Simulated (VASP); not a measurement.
# Zr2Si4GePd (F-43m) in VASP: single point with PBE

Aim: the single point of Zr2Si4GePd with PBE.

Everything below comes from runs of VASP 6.6.1. Logs are shortened: lines on timing, memory, paths and dates and some standing lists are left out, and cuts for length are marked.

## Step 1: The cell of the first run

The structure is cubic, space group F-43m (No. 216). The conventional cell has a = 10.607 Å, b = 10.607 Å, c = 10.607 Å, α = 90.00°, β = 90.00°, γ = 90.00°. Within 3.2 Å of Zr (site symmetry -43m) lie 4 Si at 2.43 Å. Zr (site symmetry -43m) has 12 Si at 4.38 Å and 4 Ge at 4.59 Å and 4 Pd at 4.59 Å and 6 Zr at 5.30 Å within 5.7 Å. Si (site symmetry 3m) has 1 Pd at 2.16 Å and 1 Zr at 2.43 Å within 2.9 Å. Ge (site symmetry -43m) has 12 Si at 4.42 Å and 8 Zr at 4.59 Å and 6 Pd at 5.30 Å within 5.8 Å. Pd (site symmetry -43m) has 4 Si at 2.16 Å within 2.9 Å.

The cell was generated, and may not be a known phase.

## Step 2: Single point, PBE

The input, INCAR:

```
PREC = Accurate
ENCUT = 520
EDIFF = 1E-7
ISMEAR = 0
SIGMA = 0.2
LREAL = False
LASPH = True
NELM = 100
ALGO = Normal
ISIF = 2
LWAVE = False
LCHARG = True
GGA = PE
LELF = True
LVHAR = True
NBANDS = 42
```

The input, KPOINTS:

```
regular mesh
0
Gamma
  4 4 4
```

The input, POSCAR:

```
Zr2Si4GePd
1.0
    0.0000000000      5.3033457907      5.3033457907
    5.3033457907      0.0000000000      5.3033457907
    5.3033457907      5.3033457907      0.0000000000
Zr Si Ge Pd
2 4 1 1
Direct
    0.5000000000      0.5000000000      0.5000000000
    0.0000000000      0.0000000000      0.0000000000
    0.6321873205      0.6321873205      0.6321873205
    0.6321873205      0.6321873205      0.1034380384
    0.6321873205      0.1034380384      0.6321873205
    0.1034380384      0.6321873205      0.6321873205
    0.2500000000      0.2500000000      0.2500000000
    0.7500000000      0.7500000000      0.7500000000
```

Potentials or basis: VASP PAW PBE potentials, release 64 (Zr_sv, Si, Ge_d, Pd).

Command:

```console
> cat potpaw_PBE.64/Zr_sv/POTCAR potpaw_PBE.64/Si/POTCAR potpaw_PBE.64/Ge_d/POTCAR potpaw_PBE.64/Pd/POTCAR > POTCAR
> mpirun -np 1 vasp_std > vasp.out
```

OUTCAR:

```text
PREC = Accurate
   ENCUT = 520
   EDIFF = 1E-7
   ISMEAR = 0
   LREAL = False
   LASPH = True
   NELM = 100
   ISIF = 2
   GGA = PE

 ion  position               nearest neighbor table
   1  0.500  0.500  0.500-   3 2.43   4 2.43   5 2.43   6 2.43
   2  0.000  0.000  0.000-
   3  0.632  0.632  0.632-   8 2.16   1 2.43
   4  0.632  0.632  0.103-   8 2.16   1 2.43
   5  0.632  0.103  0.632-   8 2.16   1 2.43
   6  0.103  0.632  0.632-   8 2.16   1 2.43
   7  0.250  0.250  0.250-
   8  0.750  0.750  0.750-   4 2.16   5 2.16   6 2.16   3 2.16

  LATTYP: Found a face centered cubic cell.
 ALAT       =    10.6066915814

  Lattice vectors:

 A1 = (   0.0000000000,   5.3033457907,   5.3033457907)
 A2 = (   5.3033457907,   0.0000000000,   5.3033457907)
 A3 = (   5.3033457907,   5.3033457907,   0.0000000000)

Analysis of symmetry for initial positions (statically):
=====================================================================
 Subroutine PRICEL returns:
 Original cell was already a primitive cell.

 Routine SETGRP: Setting up the symmetry group for a
 face centered cubic supercell.

 Subroutine GETGRP returns: Found 24 space group operations
 (whereof 24 operations were pure point group operations)
 out of a pool of 48 trial point group operations.

The static configuration has the point symmetry T_d .

Analysis of symmetry for dynamics (positions and initial velocities):
=====================================================================
 Subroutine PRICEL returns:
 Original cell was already a primitive cell.

 Routine SETGRP: Setting up the symmetry group for a
 face centered cubic supercell.

 Subroutine GETGRP returns: Found 24 space group operations
 (whereof 24 operations were pure point group operations)
 out of a pool of 48 trial point group operations.

The dynamic configuration has the point symmetry T_d .

 Subroutine INISYM returns: Found 24 space group operations
 (whereof 24 operations are pure point group operations),
 and found     1 'primitive' translations

----------------------------------------------------------------------------------------

                                     Primitive cell
[... 85 lines left out ...]
   NELM   =    100;   NELMIN=  2; NELMDL= -5     # of ELM steps
   EDIFF  = 0.1E-06   stopping-criterion for ELM
   LREAL  =      F    real-space projection
   EDIFFG = 0.1E-05   stopping-criterion for IOM
   NSW    =      0    number of steps for IOM
   IBRION =     -1    ionic relax: 0-MD 1-quasi-New 2-CG
   NFREE  =      0    steps in history (QN), initial steepest desc. (CG)
   ISIF   =      2    stress and relaxation
   ISYM   =      2    0-nonsym 1-usesym 2-fastsym
   POTIM  = 0.5000    time-step for ionic-motion
   TEBEG  =    0.0;   TEEND  =   0.0 temperature during run
   PSTRESS=    0.0 pullay stress
   NELECT =      64.0000    total number of electrons
   NUPDOWN=      -1.0000    fix difference up-down
   EMIN   =  10.00;   EMAX   =-10.00  energy-range for DOS
   EFERMI =   0.00;   METHOD = LEGACY
   ISMEAR =     0;   SIGMA  =   0.20  broadening in eV -4-tet -1-fermi 0-gaus
   EFERMI_NEDOS =   21; number of points for ismear=-14 and -15
   IALGO  =     38    algorithm
   IMIX   =      4    mixing-type and parameters
     AMIX     =   0.40;   BMIX     =  1.00
     AMIX_MAG =   1.60;   BMIX_MAG =  1.00
  volume/ion in A,a.u.               =      37.29       251.64
  Fermi-wavevector in a.u.,A,eV,Ry     =   0.980035  1.851997 13.067966  0.960468
  Thomas-Fermi vector in A             =   2.110934
   LORBIT       =      0    0 simple, 1 ext, 2 COOP (PROOUT), +10 PAW based schemes
   GGA     = PE    functional components
   LHFCALC =     F    Hartree Fock is set to
   AEXX    =    0.0000 exact exchange contribution
   IVDW    =     0    specifies the selected vdW correction
   LEPSILON=     F    determine dielectric tensor
   LRPA    =     F    only Hartree local field effects (RPA)
 non-spin polarized calculation
 Gauss-broadening in eV      SIGMA  =   0.20
  energy-cutoff  :      520.00
  volume of cell :      298.32
 maximum number of plane-waves:      8050
   NGX = 27   NGY = 27   NGZ = 27

 number of electron      64.0000005 magnetization

 Free energy of the ion-electron system (eV)
  ---------------------------------------------------
  ext. energy  EPLUGINS =         0.00000000
  ---------------------------------------------------
  free energy    TOTEN  =       -35.18983103 eV

  energy without entropy =      -34.99856665  energy(sigma->0) =      -35.09419884

 E-fermi :   2.1815     XC(G=0):  -7.8140

 val. band max:        2.1312814504   @ k =   0.5000   0.2500   0.0000
 cond. band min:       2.2786845919   @ k =   0.5000   0.2500   0.0000
 fundamental gap:      0.1474031415
 Fermi energy:         2.1815331914

 k-point     1 :       0.0000    0.0000    0.0000
  band No.  band energies     occupation
      1     -48.8145      2.00000
      2     -45.8346      2.00000
      3     -26.7502      2.00000
      4     -26.7502      2.00000
      5     -26.7502      2.00000
      6     -24.0493      2.00000
[... 349 lines left out ...]
     41       3.7787      0.00000
     42       3.8481      0.00000

------------------------ aborting loop because EDIFF is reached ----------------------------------------

  FORCE on cell =-STRESS in cart. coord.  units (eV):
  Direction    XX          YY          ZZ          XY          YZ          ZX
  --------------------------------------------------------------------------------------
  -------------------------------------------------------------------------------------
  Total       -0.1438627     -0.1438627     -0.1438627      0.0000000     -0.0000000     -0.0000000
  in kB       -0.7726431     -0.7726431     -0.7726431      0.0000000     -0.0000000     -0.0000000
  external PRESSURE =      -0.7726431 kB  Pullay stress =       0.0000000 kB

 VOLUME and BASIS-vectors are now :
 -----------------------------------------------------------------------------
  energy-cutoff  :      520.00
  volume of cell :      298.32
      direct lattice vectors                 reciprocal lattice vectors
     0.000000000  5.303345791  5.303345791    -0.094280105  0.094280105  0.094280105
     5.303345791  0.000000000  5.303345791     0.094280105 -0.094280105  0.094280105
     5.303345791  5.303345791  0.000000000     0.094280105  0.094280105 -0.094280105

 POSITION                                       TOTAL-FORCE (eV/Angst)
 -----------------------------------------------------------------------------------
      5.30335      5.30335      5.30335         0.000000      0.000000      0.000000
      0.00000      0.00000      0.00000         0.000000      0.000000      0.000000
      6.70542      6.70542      6.70542        -0.011664     -0.011664     -0.011664
      3.90128      3.90128      6.70542         0.011664      0.011664     -0.011664
      3.90128      6.70542      3.90128         0.011664     -0.011664      0.011664
      6.70542      3.90128      3.90128        -0.011664      0.011664      0.011664
      2.65167      2.65167      2.65167         0.000000      0.000000      0.000000
      7.95502      7.95502      7.95502         0.000000      0.000000      0.000000
 -----------------------------------------------------------------------------------
    total drift:                                0.000001      0.000001      0.000001

  FREE ENERGIE OF THE ION-ELECTRON SYSTEM (eV)
  ---------------------------------------------------
  free  energy   TOTEN  =       -35.1898310261 eV

  energy  without entropy=      -34.9985666451  energy(sigma->0) =      -35.09419884
```

OSZICAR:

```text
N       E                     dE             d eps       ncg     rms          rms(c)
DAV:   1     0.533473121761E+03    0.53347E+03   -0.28047E+04   840   0.170E+03
DAV:   2     0.246577155868E+02   -0.50882E+03   -0.48534E+03   740   0.496E+02
DAV:   3    -0.394812686329E+02   -0.64139E+02   -0.62479E+02   998   0.123E+02
[... 13 lines left out ...]
DAV:  17    -0.351898545500E+02   -0.21533E-04   -0.27047E-05   844   0.185E-02    0.412E-02
DAV:  18    -0.351898442341E+02    0.10316E-04   -0.60404E-05   900   0.208E-02    0.292E-02
DAV:  19    -0.351898310158E+02    0.13218E-04   -0.10353E-05   828   0.884E-03    0.310E-03
DAV:  20    -0.351898310087E+02    0.71423E-08   -0.11891E-06   764   0.307E-03    0.204E-03
DAV:  21    -0.351898310261E+02   -0.17369E-07   -0.75705E-08   512   0.944E-04
   1 F= -.35189831E+02 E0= -.35094199E+02  d E =-.191264E+00
```

It took 6 min on 1 thread of Intel Xeon 8259CL, shared host; peak memory 0.49 GiB.

Results:

```yaml
Free_energy: -35.1898 eV
Pressure: -0.1 GPa
Largest_force: 0.020 eV/Å
Band_gap_on_the_k_mesh: zero (bands 32 and 33 overlap by 0.05 eV)
```

Forces in eV/Å, atoms in the order of the input:
```
Zr   0.000  0.000  0.000
Zr   0.000  0.000  0.000
Si  -0.012 -0.012 -0.012
Si   0.012  0.012 -0.012
Si   0.012 -0.012  0.012
Si  -0.012  0.012  0.012
Ge   0.000  0.000  0.000
Pd   0.000  0.000  0.000
```

Levels at points of the mesh, in eV from the Fermi level:
```tsv
k point	band 28	band 29	band 30	band 31	band 32	band 33	band 34	band 35	band 36	band 37
(0.00, 0.00, 0.00)	-1.09	-1.09	-0.17	-0.17	-0.17	-0.10	0.19	0.19	0.19	0.51
(0.50, 0.00, 0.00)	-1.07	-1.07	-0.45	-0.45	-0.16	0.15	0.27	0.27	0.44	0.44
(0.50, 0.50, 0.00)	-1.01	-0.56	-0.36	-0.36	-0.22	0.12	0.29	0.47	0.52	0.52
```

The gap in the log of VASP goes by the Fermi energy; the results here count the filled bands.